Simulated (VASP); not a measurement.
Write the native input for VASP 6.6.1 that does the following.

| Property | Result |
| --- | --- |
| Task | single point |
| Functional | PBEsol |
| Potentials or basis | VASP PAW PBE potentials, release 64 (Si, C) |
| Cutoff | 520 eV |
| k mesh | 2 × 2 × 2 |
| Occupations | fermi-dirac, width 0.02 eV |
| Spin | collinear spin, ferromagnetic start |
| Starting moments | [0.0, 0.0, 0.0, 0.0, 0.0, 0.0, 0.0, 0.0, 0.0, 0.0, 0.0, 0.0, 0.0, 0.0, 0.0, 0.0, 1.0] μB |
| Dipole correction | no |
| Further INCAR settings | LREAL = Auto; ALGO = Normal; EDIFF = 1e-06; NBANDS = 52 |

The structure of Si16C (a cell with a defect) lies in POSCAR:

```
Si16C
1.0
    0.0000000000      5.4300000000      5.4300000000
    5.4300000000      0.0000000000      5.4300000000
    5.4300000000      5.4300000000      0.0000000000
Si C
16 1
Direct
   -0.0056077348     -0.0459208103      0.1753683241
    0.2224769797      0.3303775322      0.0769889503
    0.1867034991      0.0415653775      0.4591528545
    0.1555340700      0.3209668508      0.8451289134
   -0.0997053407      0.7505893186     -0.1145672192
    0.1186003683      0.6771823204      0.0582688766
    0.0026335175      0.3143278085      0.6601841621
    0.0591252302      0.7233241252      0.4799539595
    0.5029926335     -0.0684438306     -0.0171731123
    0.6095764273      0.1111233886      0.0982688766
    0.5277808471     -0.0634898711      0.6214456722
    0.7233425414      0.1650000000      0.5748342541
    0.5636556169      0.4302302026     -0.1494198895
    0.4486372007      0.6430939227      0.0664456722
    0.3622099448      0.3814917127      0.4303314917
    0.6502578269      0.5566850829      0.4924677716
    0.9693922652      0.9297421731      0.6052486188
```

These files were run (other wordings do the same):

INCAR

```
SYSTEM = Si16C
PREC     = Accurate       ! precision mode
ENCUT    = 520            ! plane-wave cutoff, eV
EDIFF    = 1E-6           ! SCF threshold, eV
ISMEAR   = -1             ! smearing method
SIGMA    = 0.02           ! smearing width, eV
LREAL    = Auto         
LASPH    = .True.         ! aspherical terms in the spheres
NELM     = 150            ! most SCF steps
ALGO     = Normal         ! electronic algorithm
ISIF     = 2              ! what is computed and relaxed
LWAVE    = .False.        ! write WAVECAR
LCHARG   = .False.        ! write CHGCAR
ISPIN    = 2              ! spin polarisation
MAGMOM   = 0 0 0 0 0 0 0 0 0 0 0 0 0 0 0 0 1 ! initial moments
LORBIT   = 11             ! projections on sites
GGA      = PS             ! functional
NBANDS   = 52             ! bands
```

KPOINTS

```
Automatic mesh
0
Gamma
  2 2 2
  0 0 0
```

Potentials or basis: VASP PAW PBE potentials, release 64 (Si, C).

Run with:

```console
$ cat potpaw_PBE.64/Si/POTCAR potpaw_PBE.64/C/POTCAR > POTCAR
$ mpirun -np 1 vasp_std > vasp.out
```

Results of the run:

```
Pressure                                              : -2.4 GPa
Largest force                                         : 3.671 eV/Å
Band gap on the k mesh                                : zero (filled and empty bands overlap)
Net moment                                            : 0.00 μB per cell
Valence electrons inside the program's atomic spheres : Si 1.60, 1.66, 1.56, 1.63, 1.62, 1.67, 1.57, 1.58, 1.48, 1.64, 1.55; C 2.51
```

Caveat: the k points lie up to 0.50 Å⁻¹ apart; the PAW data sets were made with another functional, which shifts forces and pressure a little.

Run time: 14 min on 1 thread of Oxide Virtual Turin-like Processor (shared host), peak memory 0.68 GiB.
